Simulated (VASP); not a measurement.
Crystal: WC.

```
CELL_PARAMETERS angstrom
0.00000 2.46378 2.46378
2.46378 0.00000 2.46378
2.46378 2.46378 0.00000
ATOMIC_POSITIONS crystal
W 0.00000 0.00000 0.00000
C 0.75000 0.75000 0.75000
```

- Program: VASP 6.6.1
- Task: relaxation of cell and atoms
- Functional: PBE
- Potentials or basis: VASP PAW PBE potentials, release 64 (W_sv, C)
- Cutoff: 600 eV
- k mesh: 6 × 6 × 6
- Occupations: gaussian, width 0.1 eV
- Spin: no spin polarisation

At the start: pressure -27.4 GPa; volume 14.96 Å³/atom.

Q: Where does the relaxation end?

A: Over 5 steps the energy falls by 188.9 meV/atom and the volume is 13.00 Å³/atom (-13.1 %); space group F-43m (No. 216, to 0.05 Å).

Step by step:
| step | energy change (eV) | largest force (eV/Å) | pressure (GPa) | volume (Å³) |
| --- | --- | --- | --- | --- |
| 1 | 0.0000 | 0.0000 | -27.41 | 29.91 |
| 2 | 1.2879 | 0.0000 | 113.05 | 20.15 |
| 3 | -0.3748 | 0.0000 | -2.99 | 26.31 |
| 4 | -0.3775 | 0.0000 | -0.83 | 26.09 |
| 5 | -0.3777 | 0.0000 | 0.02 | 26.00 |

Final structure:
```xyz
2
Lattice="0.0000 2.3514 2.3514 2.3514 0.0000 2.3514 2.3514 2.3514 0.0000" Properties=species:S:1:pos:R:3 pbc="T T T"
W     0.0000    0.0000    0.0000
C     3.5271    3.5271    3.5271
```

Caveat: the k points lie up to 0.39 Å⁻¹ apart in the final cell.
